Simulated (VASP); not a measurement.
# LiRe3 (Fm-3m) in VASP: vibrations by perturbation theory with PBE

Aim: the vibrations by perturbation theory of LiRe3 with PBE.

Everything below comes from runs of VASP 6.6.1. Logs are shortened: lines on timing, memory, paths and dates and some standing lists are left out, and cuts for length are marked.

**1. The cell of the first run**

Symmetry: Fm-3m, No. 225, cubic system. The conventional cell has a = 6.106 Å, b = 6.106 Å, c = 6.106 Å, α = 90.00°, β = 90.00°, γ = 90.00°. Li (site symmetry m-3m) has 14 Re at 2.64 to 3.05 Å within 3.5 Å. Re (site symmetry -43m) has 4 Li at 2.64 Å and 10 Re at 2.64 to 3.05 Å within 3.5 Å. Within 3.5 Å of Re (site symmetry m-3m) lie 8 Re at 2.64 Å and 6 Li at 3.05 Å.

**2. Vibrations by perturbation theory, PBE**

INCAR

```
SYSTEM = LiRe3
ALGO = Normal ; EDIFF = 1E-8
ENCUT = 520 ; GGA = PE
IBRION = 8 ; ISIF = 2
ISMEAR = 1 ; LASPH = .TRUE.
LCHARG = .TRUE. ; LREAL = .FALSE.
LWAVE = .FALSE. ; NBANDS = 20
NELM = 80 ; NSW = 1
PREC = Accurate ; SIGMA = 0.15
```

KPOINTS

```
k-points
0
G
  8 8 8
  0 0 0
```

POSCAR

```
LiRe3
1.0
    0.0000000000      3.0528810000      3.0528810000
    3.0528810000      0.0000000000      3.0528810000
    3.0528810000      3.0528810000      0.0000000000
Li Re
1 3
Direct
    0.0000000000      0.0000000000      0.0000000000
    0.7500000000      0.7500000000      0.7500000000
    0.2500000000      0.2500000000      0.2500000000
    0.5000000000      0.5000000000      0.5000000000
```

Potentials or basis: VASP PAW PBE potentials, release 64 (Li_sv, Re).

Command:

```bash
> cat potpaw_PBE.64/Li_sv/POTCAR potpaw_PBE.64/Re/POTCAR > POTCAR
> mpirun -np 1 vasp_std > vasp.out
```

OUTCAR:

```text
SYSTEM = LiRe3
   EDIFF = 1E-8
   ENCUT = 520
   GGA = PE
   IBRION = 8
   ISIF = 2
   ISMEAR = 1
   LASPH = .TRUE.
   LREAL = .FALSE.
   NELM = 80
   NSW = 1
   PREC = Accurate

 ion  position               nearest neighbor table
   1  0.000  0.000  0.000-   2 2.64   3 2.64   2 2.64   2 2.64   2 2.64   3 2.64   3 2.64   3 2.64

   2  0.750  0.750  0.750-   1 2.64   4 2.64   4 2.64   4 2.64   4 2.64   1 2.64   1 2.64   1 2.64
                             3 3.05   3 3.05   3 3.05   3 3.05   3 3.05   3 3.05
   3  0.250  0.250  0.250-   1 2.64   4 2.64   1 2.64   1 2.64   1 2.64   4 2.64   4 2.64   4 2.64
                             2 3.05   2 3.05   2 3.05   2 3.05   2 3.05   2 3.05
   4  0.500  0.500  0.500-   2 2.64   3 2.64   3 2.64   3 2.64   3 2.64   2 2.64   2 2.64   2 2.64

  LATTYP: Found a face centered cubic cell.
 ALAT       =     6.1057620000

  Lattice vectors:

 A1 = (   0.0000000000,   3.0528810000,   3.0528810000)
 A2 = (   3.0528810000,   0.0000000000,   3.0528810000)
 A3 = (   3.0528810000,   3.0528810000,   0.0000000000)

Analysis of symmetry for initial positions (statically):
=====================================================================
 Subroutine PRICEL returns:
 Original cell was already a primitive cell.

 Routine SETGRP: Setting up the symmetry group for a
 face centered cubic supercell.

 Subroutine GETGRP returns: Found 48 space group operations
[... 9 lines left out ...]

 Routine SETGRP: Setting up the symmetry group for a
 face centered cubic supercell.

 Subroutine GETGRP returns: Found 48 space group operations
[... 11 lines left out ...]
                                     Primitive cell

  volume of cell :      56.9062

  direct lattice vectors                    reciprocal lattice vectors
     0.000000000  3.052881000  3.052881000    -0.163779722  0.163779722  0.163779722
     3.052881000  0.000000000  3.052881000     0.163779722 -0.163779722  0.163779722
     3.052881000  3.052881000  0.000000000     0.163779722  0.163779722 -0.163779722

  length of vectors
     4.317425715  4.317425715  4.317425715     0.283674799  0.283674799  0.283674799

  position of ions in fractional coordinates (direct lattice)
     0.000000000  0.000000000  0.000000000
     0.750000000  0.750000000  0.750000000
     0.250000000  0.250000000  0.250000000
     0.500000000  0.500000000  0.500000000

  ion indices of the primitive-cell ions
   primitive index   ion index
                 1           1
                 2           2
                 3           3
                 4           4

----------------------------------------------------------------------------------------

 KPOINTS: k-points

Automatic generation of k-mesh.
 Grid dimensions read from file:
 generate k-points for:    8    8    8

 Generating k-lattice:

  Cartesian coordinates                     Fractional coordinates (reciprocal lattice)
    -0.020472465  0.020472465  0.020472465     0.125000000  0.000000000  0.000000000
     0.020472465 -0.020472465  0.020472465     0.000000000  0.125000000  0.000000000
     0.020472465  0.020472465 -0.020472465     0.000000000  0.000000000  0.125000000

  Length of vectors
     0.035459350  0.035459350  0.035459350

  Shift w.r.t. Gamma in fractional coordinates (k-lattice)
     0.000000000  0.000000000  0.000000000

 Subroutine IBZKPT returns following result:
 ===========================================

 Found     29 irreducible k-points:

 Following reciprocal coordinates:
            Coordinates               Weight
  0.000000  0.000000  0.000000      1.000000
  0.125000  0.000000  0.000000      8.000000
  0.250000  0.000000  0.000000      8.000000
  0.375000  0.000000  0.000000      8.000000
  0.500000  0.000000  0.000000      4.000000
  0.125000  0.125000  0.000000      6.000000
[... 16 lines left out ...]
  0.500000  0.250000  0.125000     48.000000
 -0.375000  0.250000  0.125000     24.000000
 [... further k-points ...]
   k-points           NKPTS =     29   k-points in BZ     NKDIM =     29   number of bands    NBANDS=     20
[... 27 lines left out ...]
   PSTRESS=    0.0 pullay stress
   NELECT =      24.0000    total number of electrons
   NUPDOWN=      -1.0000    fix difference up-down
   EMIN   =  10.00;   EMAX   =-10.00  energy-range for DOS
   EFERMI =   0.00;   METHOD = LEGACY
   ISMEAR =     1;   SIGMA  =   0.15  broadening in eV -4-tet -1-fermi 0-gaus
   EFERMI_NEDOS =   21; number of points for ismear=-14 and -15
   IALGO  =     38    algorithm
   IMIX   =      4    mixing-type and parameters
     AMIX     =   0.40;   BMIX     =  1.00
     AMIX_MAG =   1.60;   BMIX_MAG =  1.00
  volume/ion in A,a.u.               =      14.23        96.01
  Fermi-wavevector in a.u.,A,eV,Ry     =   1.227699  2.320015 20.507324  1.507246
  Thomas-Fermi vector in A             =   2.362653
   LORBIT       =      0    0 simple, 1 ext, 2 COOP (PROOUT), +10 PAW based schemes
   GGA     = PE    functional components
   LHFCALC =     F    Hartree Fock is set to
   AEXX    =    0.0000 exact exchange contribution
   IVDW    =     0    specifies the selected vdW correction
   LEPSILON=     F    determine dielectric tensor
   LRPA    =     F    only Hartree local field effects (RPA)
 non-spin polarized calculation
 Methfessel and Paxton  Order N= 1 SIGMA  =   0.15
  energy-cutoff  :      520.00
  volume of cell :       56.91
 maximum number of plane-waves:      1543
   NGX = 17   NGY = 17   NGZ = 17

--------------------------------------- Ionic step        1  -------------------------------------------

 number of electron      23.9999990 magnetization

 Free energy of the ion-electron system (eV)
  ---------------------------------------------------
  ext. energy  EPLUGINS =         0.00000000
  ---------------------------------------------------
  free energy    TOTEN  =       -38.39683895 eV

  energy without entropy =      -38.39687649  energy(sigma->0) =      -38.39685147

 E-fermi :   6.5379     XC(G=0): -12.6346

 val. band max:        6.4945573393   @ k =  -0.3750   0.5000   0.1250
 cond. band min:       6.5403157426   @ k =  -0.2500   0.1250   0.0000
 fundamental gap:      0.0457584033
 Fermi energy:         6.5378562498

 k-point     1 :       0.0000    0.0000    0.0000
  band No.  band energies     occupation
      1     -38.2033      2.00000
      2      -2.2239      2.00000
      3       1.5036      2.00000
      4       1.5036      2.00000
      5       2.9708      2.00000
      6       2.9708      2.00000
[... 541 lines left out ...]
     19      11.8328      0.00000
     20      12.2026      0.00000

 [... further k-points ...]

------------------------ aborting loop because EDIFF is reached ----------------------------------------

  FORCE on cell =-STRESS in cart. coord.  units (eV):
  Direction    XX          YY          ZZ          XY          YZ          ZX
  --------------------------------------------------------------------------------------
  -------------------------------------------------------------------------------------
  Total       -1.3184138     -1.3184138     -1.3184138     -0.0000000     -0.0000000      0.0000000
  in kB      -37.1195500    -37.1195500    -37.1195500     -0.0000000     -0.0000000      0.0000000
  external PRESSURE =     -37.1195500 kB  Pullay stress =       0.0000000 kB

 VOLUME and BASIS-vectors are now :
 -----------------------------------------------------------------------------
  energy-cutoff  :      520.00
  volume of cell :       56.91
      direct lattice vectors                 reciprocal lattice vectors
     0.000000000  3.052881000  3.052881000    -0.163779722  0.163779722  0.163779722
     3.052881000  0.000000000  3.052881000     0.163779722 -0.163779722  0.163779722
     3.052881000  3.052881000  0.000000000     0.163779722  0.163779722 -0.163779722

 POSITION                                       TOTAL-FORCE (eV/Angst)
 -----------------------------------------------------------------------------------
      0.00000      0.00000      0.00000         0.000000     -0.000000      0.000000
      4.57932      4.57932      4.57932        -0.000000     -0.000000     -0.000000
      1.52644      1.52644      1.52644        -0.000000      0.000000      0.000000
      3.05288      3.05288      3.05288         0.000000     -0.000000      0.000000
 -----------------------------------------------------------------------------------
    total drift:                               -0.000000     -0.000000      0.000000

  FREE ENERGIE OF THE ION-ELECTRON SYSTEM (eV)
  ---------------------------------------------------
  free  energy   TOTEN  =       -38.3968389527 eV

  energy  without entropy=      -38.3968764943  energy(sigma->0) =      -38.39685147

[... ionic steps 2 to 12 ...]

--------------------------------------- Ionic step       13  -------------------------------------------

 Free energy of the ion-electron system (eV)
  ---------------------------------------------------
  ---------------------------------------------------
  free energy    TOTEN  =        -0.16096966 eV

  energy without entropy =       -0.16096966

------------------------ aborting loop because EDIFF is reached ----------------------------------------

 INTERNAL STRAIN TENSOR  FOR ION    4  DIRECTION 1   (eV/Angst):
 -----------------------------------------------------------------------------
     0.04307  0.00000  0.00000
    -0.00000 -0.02927  0.00000
     0.00000  0.00000 -0.02927

 INTERNAL STRAIN TENSOR FOR ION    4 for displacements in x,y,z  (eV/Angst):
          X           Y           Z          XY          YZ          ZX
  --------------------------------------------------------------------------------
  x     0.00000     0.00000     0.00000     0.00000     0.00000     0.00000
  y     0.00000     0.00000     0.00000     0.00000     0.00000     0.00000
  z     0.00000     0.00000     0.00000     0.00000     0.00000     0.00000

 SECOND DERIVATIVES (NOT SYMMETRIZED)
 ------------------------------------
               1X          1Y          1Z          2X          2Y          2Z          3X          3Y          3Z          4X          4Y          4Z
  1X    -6.121777    0.000000    0.000000    2.955041    0.000000    0.000000    2.955041    0.000000    0.000000    0.211694    0.000000    0.000000
  1Y     0.000000   -6.121777    0.000000    0.000000    2.955041    0.000000    0.000000    2.955041    0.000000    0.000000    0.211694    0.000000
  1Z     0.000000    0.000000   -6.121777    0.000000    0.000000    2.955041    0.000000    0.000000    2.955041    0.000000    0.000000    0.211694
  2X     2.707726   -0.000000   -0.000000  -10.308879    0.000000    0.000000    3.180457    0.000000    0.000000    4.420695    0.000000    0.000000
  2Y    -0.000000    2.707726    0.000000    0.000000  -10.308879   -0.000000    0.000000    3.180457    0.000000    0.000000    4.420695    0.000000
  2Z    -0.000000    0.000000    2.707726    0.000000   -0.000000  -10.308879    0.000000    0.000000    3.180457    0.000000    0.000000    4.420695
  3X     2.707726   -0.000000   -0.000000    3.180457    0.000000    0.000000  -10.308879    0.000000    0.000000    4.420695    0.000000    0.000000
  3Y    -0.000000    2.707726    0.000000    0.000000    3.180457    0.000000    0.000000  -10.308879   -0.000000    0.000000    4.420695    0.000000
  3Z    -0.000000    0.000000    2.707726    0.000000    0.000000    3.180457    0.000000   -0.000000  -10.308879    0.000000    0.000000    4.420695
  4X     0.225266    0.000000    0.000000    4.401420    0.000000    0.000000    4.401420    0.000000    0.000000   -9.028105    0.000000    0.000000
  4Y     0.000000    0.225266    0.000000    0.000000    4.401420    0.000000    0.000000    4.401420    0.000000    0.000000   -9.028105    0.000000
  4Z     0.000000    0.000000    0.225266    0.000000    0.000000    4.401420    0.000000    0.000000    4.401420    0.000000    0.000000   -9.028105

 Eigenvectors and eigenvalues of the dynamical matrix
 ----------------------------------------------------

   1 f  =   14.729816 THz    92.550166 2PiTHz  491.333789 cm-1    60.917598 meV
             X         Y         Z           dx          dy          dz
      0.000000  0.000000  0.000000     0.024247   -0.007179   -0.991282
      4.579322  4.579322  4.579322    -0.002236    0.000662    0.091396
      1.526441  1.526441  1.526441    -0.002236    0.000662    0.091396
      3.052881  3.052881  3.052881    -0.000049    0.000014    0.001983
[... 71 lines left out ...]
  12 f/i=    0.063933 THz     0.401701 2PiTHz    2.132566 cm-1     0.264404 meV
             X         Y         Z           dx          dy          dz
      0.000000  0.000000  0.000000     0.097321    0.044320    0.003574
      4.579322  4.579322  4.579322     0.522107    0.237770    0.019176
      1.526441  1.526441  1.526441     0.522107    0.237770    0.019176
      3.052881  3.052881  3.052881     0.522153    0.237791    0.019178

--------------------------------------------------------------------------------------------------------

 ELASTIC MODULI CONTR FROM IONIC RELAXATION (kBar)
 Direction    XX          YY          ZZ          XY          YZ          ZX
 --------------------------------------------------------------------------------
 XX          -0.0000      0.0000      0.0000      0.0000     -0.0000      0.0000
 YY           0.0000     -0.0000     -0.0000      0.0000      0.0000     -0.0000
 ZZ           0.0000     -0.0000     -0.0000     -0.0000      0.0000      0.0000
 XY           0.0000      0.0000     -0.0000   -127.3679     -0.0000      0.0000
 YZ          -0.0000      0.0000      0.0000     -0.0000   -127.3679     -0.0000
 ZX           0.0000     -0.0000      0.0000      0.0000     -0.0000   -127.3679
 --------------------------------------------------------------------------------
```

Run time: 27 min. Hardware: 1 thread of Oxide Virtual Turin-like, shared host; peak memory 0.33 GiB.

What came out:

```yaml
Highest_phonon_frequency_at_Γ_LO-TO_splitting_left_out: 491 cm⁻¹
```

Phonon frequencies in cm⁻¹ (negative: imaginary):
```
              q point                                   frequencies
(0.000, 0.000, 0.000)  -2 -2 -2 140 140 140 140 140 140 491 491 491
```

Caveat: the cell wasn't relaxed at this level first, which shifts response properties; the cutoff is under 1.25 times the usual one of these potentials, so pressure, stress and relaxed cells hold a basis-set (Pulay) error; spin-orbit coupling is left out, which moves the levels of the heavy elements.
